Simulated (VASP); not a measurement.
# MgO2 (R-3m) in VASP: a series of runs, part 2 of 2

VASP 6.6.1. Earlier steps stand in the parts before.

### 4 Single point, PBEsol (strain +0.050 along x and y, +0.025 along z)

Contents of INCAR:

```
SYSTEM = MgO2
PREC = Accurate
ENCUT = 520
EDIFF = 1E-7
ISMEAR = 0
SIGMA = 0.05
LREAL = .FALSE.
LASPH = .TRUE.
NELM = 60
ALGO = Normal
ISIF = 2
LWAVE = .FALSE.
LCHARG = .FALSE.
GGA = PS
NBANDS = 14
```

Contents of KPOINTS:

```
regular mesh
0
G
  12 12 12
  0 0 0
```

Contents of POSCAR:

```
MgO2
1.0
    1.6849990668      0.9728346648      3.5813283468
   -1.6849990668      0.9728346648      3.5813283468
    0.0000000000     -1.9456693296      3.5813283468
Mg O
1 2
Direct
    0.0000000000      0.0000000000      0.0000000000
    0.4287860000      0.4287860000      0.4287860000
    0.5712140000      0.5712140000      0.5712140000
```

Potentials or basis: VASP PAW PBE potentials, release 64 (Mg, O).

Command:

```
$ cat potpaw_PBE.64/Mg/POTCAR potpaw_PBE.64/O/POTCAR > POTCAR
$ mpirun -np 1 vasp_std > vasp.out
```

OUTCAR:

```text
SYSTEM = MgO2
   PREC = Accurate
   ENCUT = 520
   EDIFF = 1E-7
   ISMEAR = 0
   LREAL = .FALSE.
   LASPH = .TRUE.
   NELM = 60
   ISIF = 2
   GGA = PS

 ion  position               nearest neighbor table
   1  0.000  0.000  0.000-   3 2.20   2 2.20   3 2.20   3 2.20   2 2.20   2 2.20
   2  0.429  0.429  0.429-   3 1.53   1 2.20   1 2.20   1 2.20
   3  0.571  0.571  0.571-   2 1.53   1 2.20   1 2.20   1 2.20

  LATTYP: Found a trigonal (rhomboedric) cell.
 ALAT       =     4.0757259314
 COS(alpha) =     0.6581627548

  Lattice vectors:

 A1 = (   1.6849990668,   0.9728346648,   3.5813283468)
 A2 = (  -1.6849990668,   0.9728346648,   3.5813283468)
 A3 = (   0.0000000000,  -1.9456693296,   3.5813283468)

Analysis of symmetry for initial positions (statically):
=====================================================================
 Subroutine PRICEL returns:
 Original cell was already a primitive cell.

 Routine SETGRP: Setting up the symmetry group for a
 trigonal (rhombohedral) supercell.

 Subroutine GETGRP returns: Found 12 space group operations
 (whereof 12 operations were pure point group operations)
 out of a pool of 12 trial point group operations.

The static configuration has the point symmetry D_3d.

Analysis of symmetry for dynamics (positions and initial velocities):
=====================================================================
 Subroutine PRICEL returns:
 Original cell was already a primitive cell.

 Routine SETGRP: Setting up the symmetry group for a
 trigonal (rhombohedral) supercell.

 Subroutine GETGRP returns: Found 12 space group operations
 (whereof 12 operations were pure point group operations)
 out of a pool of 12 trial point group operations.

The dynamic configuration has the point symmetry D_3d.

 Subroutine INISYM returns: Found 12 space group operations
 (whereof 12 operations are pure point group operations),
 and found     1 'primitive' translations
[... 120 lines left out ...]
  Thomas-Fermi vector in A             =   2.339413
   LORBIT       =      0    0 simple, 1 ext, 2 COOP (PROOUT), +10 PAW based schemes
   GGA     = PS    functional components
   LHFCALC =     F    Hartree Fock is set to
   AEXX    =    0.0000 exact exchange contribution
   IVDW    =     0    specifies the selected vdW correction
   LEPSILON=     F    determine dielectric tensor
   LRPA    =     F    only Hartree local field effects (RPA)
 non-spin polarized calculation
 Gauss-broadening in eV      SIGMA  =   0.05
  energy-cutoff  :      520.00
  volume of cell :       35.22
 maximum number of plane-waves:       964
   NGX = 15   NGY = 15   NGZ = 15

 number of electron      14.0000001 magnetization

 Free energy of the ion-electron system (eV)
  ---------------------------------------------------
  ext. energy  EPLUGINS =         0.00000000
  ---------------------------------------------------
  free energy    TOTEN  =       -16.94572471 eV

  energy without entropy =      -16.94572471  energy(sigma->0) =      -16.94572471

 E-fermi :   2.0413     XC(G=0):  -9.8553

 val. band max:        1.7082070225   @ k =   0.5000   0.5000   0.5000
 cond. band min:       3.5414336326   @ k =   0.5000   0.5000   0.5000
 fundamental gap:      1.8332266101
 Fermi energy:         2.0412798457

 k-point     1 :       0.0000    0.0000    0.0000
  band No.  band energies     occupation
      1     -18.7728      2.00000
      2     -12.6696      2.00000
      3      -5.2994      2.00000
      4      -1.3655      2.00000
      5      -1.3655      2.00000
      6       1.0198      2.00000
      7       1.0198      2.00000
      8       5.5143      0.00000
      9       6.1195      0.00000
     10      12.8667      0.00000
     11      14.7507      0.00000
     12      15.6422      0.00000
     13      15.6422      0.00000
     14      16.6515      0.00000
[... 377 lines left out ...]
      1     -18.3642      2.00000
      2     -12.9644      2.00000
      3      -4.4136      2.00000
      4      -3.4303      2.00000
      5      -1.9617      2.00000
      6       0.4315      2.00000
      7       0.7614      2.00000
      8       5.4589      0.00000
      9      10.0521      0.00000
     10      10.7781      0.00000
     11      13.1809      0.00000
     12      14.9171      0.00000
     13      15.3702      0.00000
     14      17.5060      0.00000

 [... further k-points ...]
[... 5 lines left out ...]
  --------------------------------------------------------------------------------------
  -------------------------------------------------------------------------------------
  Total       -3.2461287     -3.2461287     -3.6424567      0.0000000      0.0000000      0.0000000
  in kB     -147.6529846   -147.6529846   -165.6803061      0.0000000      0.0000000      0.0000000
  external PRESSURE =    -153.6620918 kB  Pullay stress =       0.0000000 kB

 VOLUME and BASIS-vectors are now :
 -----------------------------------------------------------------------------
  energy-cutoff  :      520.00
  volume of cell :       35.22
      direct lattice vectors                 reciprocal lattice vectors
     1.684999067  0.972834665  3.581328347     0.296736069  0.171320650  0.093075334
    -1.684999067  0.972834665  3.581328347    -0.296736069  0.171320650  0.093075334
     0.000000000 -1.945669330  3.581328347     0.000000000 -0.342641299  0.093075334

 POSITION                                       TOTAL-FORCE (eV/Angst)
 -----------------------------------------------------------------------------------
      0.00000      0.00000      0.00000         0.000000     -0.000000     -0.000000
      0.00000      0.00000      4.60687         0.000000      0.000000      0.259607
      0.00000      0.00000      6.13711         0.000000      0.000000     -0.259607
 -----------------------------------------------------------------------------------
    total drift:                                0.000000     -0.000000      0.000000

  FREE ENERGIE OF THE ION-ELECTRON SYSTEM (eV)
  ---------------------------------------------------
  free  energy   TOTEN  =       -16.9457247065 eV

  energy  without entropy=      -16.9457247065  energy(sigma->0) =      -16.94572471
```

stdout:

```text
POSCAR found type information on POSCAR MgO
 POSCAR found :  2 types and       3 ions
 scaLAPACK will be used
 -----------------------------------------------------------------------------
|                                                                             |
|                                                                             |
|     You enforced a specific xc type in the INCAR file but a different       |
|     I HOPE YOU KNOW WHAT YOU ARE DOING!                                     |
|                                                                             |
 -----------------------------------------------------------------------------

 LDA part: xc-table for (Slater+PW92), standard interpolation
 POSCAR, INCAR and KPOINTS ok, starting setup
 FFT: planning ... GRIDC
 FFT: planning ... GRID_SOFT
 FFT: planning ... GRID
 WAVECAR not read
 entering main loop
```

Run time: 1.9 min. Hardware: 1 thread of Intel Xeon Platinum 8488C (Sapphire Rapids), shared host; peak memory 0.23 GiB.

Results:

- Free energy: -16.9457 eV
- Pressure: -15.4 GPa
- Largest force: 0.260 eV/Å
- Band gap on the k mesh: 1.83 eV, direct

Forces on the atoms (eV/Å):
```
Mg   0.000  0.000  0.000
O    0.000  0.000  0.260
O    0.000  0.000 -0.260
```

Stress tensor (GPa, compression positive):
```
-14.77   0.00   0.00
  0.00 -14.77   0.00
  0.00   0.00 -16.57
```

Levels at points of the mesh, in eV from the valence-band top:
```csv
k point,band 4,band 5,band 6,band 7,band 8,band 9,band 10,band 11
"(0.00, 0.00, 0.00)",-3.07,-3.07,-0.69,-0.69,3.81,4.41,11.16,13.04
"(0.50, 0.00, 0.00)",-5.43,-3.32,-1.13,-0.91,3.79,7.87,8.83,11.65
"(0.50, 0.50, 0.00)",-4.79,-3.97,-1.92,-0.05,3.12,7.20,9.93,11.10
"(0.50, 0.50, 0.50)",-3.52,-3.52,0.00,0.00,1.83,4.58,8.21,12.94
```

Caveat: the cell differs from its parent crystal (strain +0.050 along x and y, +0.025 along z); the PAW data sets were made with another functional, which shifts forces and pressure a little.

### 5 Single point, PBEsol (strain +0.050 along x and y, +0.050 along z)

Contents of INCAR:

```
SYSTEM = MgO2
  ALGO = Normal
  EDIFF = 1E-6
  ENCUT = 520
  GGA = PS
  ISIF = 2
  ISMEAR = 0
  LASPH = .True.
  LCHARG = .False.
  LREAL = .False.
  LWAVE = .False.
  NBANDS = 14
  NELM = 80
  PREC = Accurate
  SIGMA = 0.05
```

Contents of KPOINTS:

```
k-points
0
Gamma
  12 12 12
  0 0 0
```

Contents of POSCAR:

```
MgO2
1.0
    1.6849990668      0.9728346648      3.6686778186
   -1.6849990668      0.9728346648      3.6686778186
    0.0000000000     -1.9456693296      3.6686778186
Mg O
1 2
Direct
    0.0000000000      0.0000000000      0.0000000000
    0.4287860000      0.4287860000      0.4287860000
    0.5712140000      0.5712140000      0.5712140000
```

Potentials or basis: VASP PAW PBE potentials, release 64 (Mg, O).

Command:

```
$ cat potpaw_PBE.64/Mg/POTCAR potpaw_PBE.64/O/POTCAR > POTCAR
$ mpirun -np 1 vasp_std > vasp.out
```

OUTCAR:

```text
SYSTEM = MgO2
   EDIFF = 1E-6
   ENCUT = 520
   GGA = PS
   ISIF = 2
   ISMEAR = 0
   LASPH = .True.
   LREAL = .False.
   NELM = 80
   PREC = Accurate

 ion  position               nearest neighbor table
   1  0.000  0.000  0.000-   3 2.21   2 2.21   3 2.21   3 2.21   2 2.21   2 2.21
   2  0.429  0.429  0.429-   3 1.57   1 2.21   1 2.21   1 2.21
   3  0.571  0.571  0.571-   2 1.57   1 2.21   1 2.21   1 2.21

  LATTYP: Found a trigonal (rhomboedric) cell.
 ALAT       =     4.1526890176
 COS(alpha) =     0.6707160928

  Lattice vectors:

 A1 = (   1.6849990668,   0.9728346648,   3.6686778186)
 A2 = (  -1.6849990668,   0.9728346648,   3.6686778186)
 A3 = (   0.0000000000,  -1.9456693296,   3.6686778186)

Analysis of symmetry for initial positions (statically):
=====================================================================
 Subroutine PRICEL returns:
 Original cell was already a primitive cell.

 Routine SETGRP: Setting up the symmetry group for a
 trigonal (rhombohedral) supercell.

 Subroutine GETGRP returns: Found 12 space group operations
 (whereof 12 operations were pure point group operations)
 out of a pool of 12 trial point group operations.

The static configuration has the point symmetry D_3d.

Analysis of symmetry for dynamics (positions and initial velocities):
=====================================================================
 Subroutine PRICEL returns:
 Original cell was already a primitive cell.

 Routine SETGRP: Setting up the symmetry group for a
 trigonal (rhombohedral) supercell.

 Subroutine GETGRP returns: Found 12 space group operations
 (whereof 12 operations were pure point group operations)
 out of a pool of 12 trial point group operations.

The dynamic configuration has the point symmetry D_3d.

 Subroutine INISYM returns: Found 12 space group operations
 (whereof 12 operations are pure point group operations),
 and found     1 'primitive' translations
[... 120 lines left out ...]
  Thomas-Fermi vector in A             =   2.330037
   LORBIT       =      0    0 simple, 1 ext, 2 COOP (PROOUT), +10 PAW based schemes
   GGA     = PS    functional components
   LHFCALC =     F    Hartree Fock is set to
   AEXX    =    0.0000 exact exchange contribution
   IVDW    =     0    specifies the selected vdW correction
   LEPSILON=     F    determine dielectric tensor
   LRPA    =     F    only Hartree local field effects (RPA)
 non-spin polarized calculation
 Gauss-broadening in eV      SIGMA  =   0.05
  energy-cutoff  :      520.00
  volume of cell :       36.08
 maximum number of plane-waves:      1000
   NGX = 15   NGY = 15   NGZ = 15

 number of electron      13.9999998 magnetization

 Free energy of the ion-electron system (eV)
  ---------------------------------------------------
  ext. energy  EPLUGINS =         0.00000000
  ---------------------------------------------------
  free energy    TOTEN  =       -16.83562528 eV

  energy without entropy =      -16.83562528  energy(sigma->0) =      -16.83562528

 E-fermi :   1.6269     XC(G=0):  -9.7589

 val. band max:        1.4018154065   @ k =   0.5000   0.5000   0.5000
 cond. band min:       2.8248271975   @ k =   0.5000   0.5000   0.5000
 fundamental gap:      1.4230117910
 Fermi energy:         1.6269485804

 k-point     1 :       0.0000    0.0000    0.0000
  band No.  band energies     occupation
      1     -18.6039      2.00000
      2     -13.0689      2.00000
      3      -5.3274      2.00000
      4      -1.3800      2.00000
      5      -1.3800      2.00000
      6       0.7719      2.00000
      7       0.7719      2.00000
      8       5.3270      0.00000
      9       5.4371      0.00000
     10      12.2627      0.00000
     11      14.1144      0.00000
     12      15.5376      0.00000
     13      15.5376      0.00000
     14      16.3408      0.00000
[... 377 lines left out ...]
      1     -18.1896      2.00000
      2     -13.3130      2.00000
      3      -4.4515      2.00000
      4      -3.4546      2.00000
      5      -1.9873      2.00000
      6       0.1744      2.00000
      7       0.4265      2.00000
      8       4.7644      0.00000
      9       9.8558      0.00000
     10      10.5542      0.00000
     11      12.7780      0.00000
     12      14.4058      0.00000
     13      14.8036      0.00000
     14      17.1303      0.00000

 [... further k-points ...]
[... 5 lines left out ...]
  --------------------------------------------------------------------------------------
  -------------------------------------------------------------------------------------
  Total       -3.2448735     -3.2448735     -5.5675284      0.0000000      0.0000000      0.0000000
  in kB     -144.0817009   -144.0817009   -247.2142464      0.0000000      0.0000000      0.0000000
  external PRESSURE =    -178.4592161 kB  Pullay stress =       0.0000000 kB

 VOLUME and BASIS-vectors are now :
 -----------------------------------------------------------------------------
  energy-cutoff  :      520.00
  volume of cell :       36.08
      direct lattice vectors                 reciprocal lattice vectors
     1.684999067  0.972834665  3.668677819     0.296736069  0.171320650  0.090859255
    -1.684999067  0.972834665  3.668677819    -0.296736069  0.171320650  0.090859255
     0.000000000 -1.945669330  3.668677819     0.000000000 -0.342641299  0.090859255

 POSITION                                       TOTAL-FORCE (eV/Angst)
 -----------------------------------------------------------------------------------
      0.00000      0.00000      0.00000         0.000000     -0.000000      0.000000
      0.00000      0.00000      4.71923         0.000000      0.000000      0.723787
      0.00000      0.00000      6.28680         0.000000     -0.000000     -0.723787
 -----------------------------------------------------------------------------------
    total drift:                               -0.000000      0.000000      0.000000

  FREE ENERGIE OF THE ION-ELECTRON SYSTEM (eV)
  ---------------------------------------------------
  free  energy   TOTEN  =       -16.8356252842 eV

  energy  without entropy=      -16.8356252842  energy(sigma->0) =      -16.83562528
```

Wall time 90 s (1 thread of Intel Xeon Platinum 8488C (Sapphire Rapids), shared host); peak memory 0.24 GiB.

Results:

| Item | Value |
| --- | --- |
| Free energy | -16.8356 eV |
| Pressure | -17.8 GPa |
| Largest force | 0.724 eV/Å |
| Band gap on the k mesh | 1.42 eV, direct |

Forces on the atoms (eV/Å):
```
Mg   0.000  0.000  0.000
O    0.000  0.000  0.724
O    0.000  0.000 -0.724
```

Stress tensor (GPa, compression positive):
```
-14.41   0.00   0.00
  0.00 -14.41   0.00
  0.00   0.00 -24.72
```

Caveat: the cell differs from its parent crystal (strain +0.050 along x and y, +0.050 along z); the PAW data sets were made with another functional, which shifts forces and pressure a little.

### 6 Summary

```tsv
cell	gap on the mesh (eV)	pressure (GPa)	largest force (eV/Å)
a = 3.999 Å, angles 49.8°, 3 atoms	2.28	-12.3	0.37
a = 4.131 Å, angles 46.9°, 3 atoms	1.36	-15.5	0.89
a = 4.076 Å, angles 48.8°, 3 atoms	1.83	-15.4	0.26
a = 4.153 Å, angles 47.9°, 3 atoms	1.42	-17.8	0.72
```

Alike in all rows: task single point; level PBEsol; potentials or basis VASP PAW PBE potentials, release 64 (Mg, O); no spin polarisation; k mesh 12 × 12 × 12; cutoff (eV) 520; smearing gaussian 0.05 eV.

Caveats: the PAW data sets were made with another functional, which shifts forces and pressure a little.

Total energies depend on the potentials used, so only differences within one code and one set of settings carry meaning.
